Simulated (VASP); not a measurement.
Hf2HC:

```xyz
4
Lattice="1.6456 0.9501 5.1784 -1.6456 0.9501 5.1784 0.0000 -1.9002 5.1784" Properties=species:S:1:pos:R:3 pbc="T T T"
Hf    0.0000    0.0000   11.7360
Hf    0.0000    0.0000    3.7993
H     0.0000    0.0000    0.0000
C     0.0000    0.0000    7.7676
```

Program: VASP 6.6.1. Alike in all runs: task single point; no spin polarisation; cell as given; k mesh 10 × 10 × 10; cutoff (eV) 600; smearing methfessel-paxton 0.1 eV.

Order these runs on this cell by their pressure, lowest first.
A. level BLYP; potentials or basis VASP PAW PBE potentials, release 64 (Hf_pv, H, C)
B. level LDA; potentials or basis VASP PAW LDA potentials, release 64 (Hf_pv, H, C)
C. level PBEsol; potentials or basis VASP PAW PBE potentials, release 64 (Hf_pv, H, C)

B (-7.4 GPa), C (-3.4 GPa), A (8.4 GPa).

Caveats: an odd number of electrons without spin polarisation forces a metal; a magnetic or distorted state may lie lower; the PAW data sets were made with another functional, which shifts forces and pressure a little (at least some runs); the cell stands under tension (at least some runs); the cell stands under pressure (at least some runs).
